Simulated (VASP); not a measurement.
A run of VASP 6.6.1 is set up as follows.

The input POSCAR:

```
Mg
1.0
    3.2016013735      0.0000000000      0.0000000000
   -1.6008006867      2.7726681223      0.0000000000
    0.0000000000      0.0000000000      5.0415674113
Mg
2
Direct
    0.3333333333      0.6666666667      0.2500000000
    0.6666666667      0.3333333333      0.7500000000
```

Contents of INCAR.step1:

```
SYSTEM = Mg
PREC = Accurate
ENCUT = 520
ISMEAR = 0
SIGMA = 0.1
LREAL = .False.
LASPH = .True.
NELM = 100
NBANDS = 9
GGA = PE
ALGO = Normal
EDIFF = 1E-4
LWAVE = .True.
LCHARG = .False.
```

The input INCAR.step2:

```
SYSTEM = Mg
PREC = Accurate
ENCUT = 520
EDIFF = 1E-6
ISMEAR = 0
SIGMA = 0.1
LREAL = .False.
LASPH = .True.
NELM = 100
ALGO = Normal
ISIF = 2
LWAVE = .False.
LCHARG = .False.
METAGGA = R2SCAN
LMIXTAU = .True.
NBANDS = 9
ISTART = 1
```

The input KPOINTS:

```
Automatic mesh
0
Gamma
  15 15 8
  0 0 0
```

Potentials or basis: VASP PAW PBE potentials, release 64 (Mg).

Command:

```console
$ cat potpaw_PBE.64/Mg/POTCAR > POTCAR
$ cp INCAR.step1 INCAR
$ mpirun -np 1 vasp_std > vasp.out
$ cp INCAR.step2 INCAR
$ mpirun -np 1 vasp_std > vasp.out
```

Question: Estimate the band gap on the k mesh.

Answer: Zero (band 2 reaches 3.65 eV, above the bottom of band 3 at 1.88 eV).

Question: Predict the pressure.

Answer: 0.1 GPa.

Stress tensor (GPa, compression positive):
```
-0.32  0.00  0.00
 0.00 -0.32  0.00
 0.00  0.00  0.85
```

Caveat: the cell differs from its parent crystal (functional r2SCAN, strained); the PAW data sets were made with another functional, which shifts forces and pressure a little.
